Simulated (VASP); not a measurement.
A run of VASP 6.6.1:

Contents of INCAR:

```
SYSTEM = SnO2
ALGO = Normal ; EDIFF = 1E-7
ENCUT = 520 ; GGA = PE
ISIF = 2 ; ISMEAR = 0
IVDW = 12 ; LASPH = .TRUE.
LCHARG = .FALSE. ; LREAL = .FALSE.
LWAVE = .FALSE. ; NBANDS = 35
NELM = 80 ; PREC = Accurate
SIGMA = 0.05
```

The input KPOINTS:

```
k-points
0
G
  12 12 4
  0 0 0
```

POSCAR

```
SnO2
1.0
    3.1845270180      0.0000000000      0.0000000000
   -1.5922635090      2.7578812966      0.0000000000
    0.0000000000      0.0000000000     10.2472985135
Sn O
2 4
Direct
   -0.0779839477      0.0000000000      0.5000000000
    0.0779839477      0.0000000000      0.0000000000
    0.5876925777      0.3333333333      0.4017901351
    0.7456407556      0.3333333333      0.0982098649
    0.2543592444      0.6666666667      0.5982098649
    0.4123074223      0.6666666667      0.9017901351
```

Potentials or basis: VASP PAW PBE potentials, release 64 (Sn_d, O).

Launch:

```bash
$ cat potpaw_PBE.64/Sn_d/POTCAR potpaw_PBE.64/O/POTCAR > POTCAR
$ mpirun -np 1 vasp_std > vasp.out
```

Hardware: 1 thread of Intel(R) Xeon(R) Platinum 8488C (Sapphire Rapids), with other jobs on the host.

Problem. Estimate the wall time of this run.

Solution. It took 4.5 min on 1 thread of Intel(R) Xeon(R) Platinum 8488C (Sapphire Rapids), on a shared host, peak memory 0.43 GiB. Counts: scf iterations 15, k points 129.
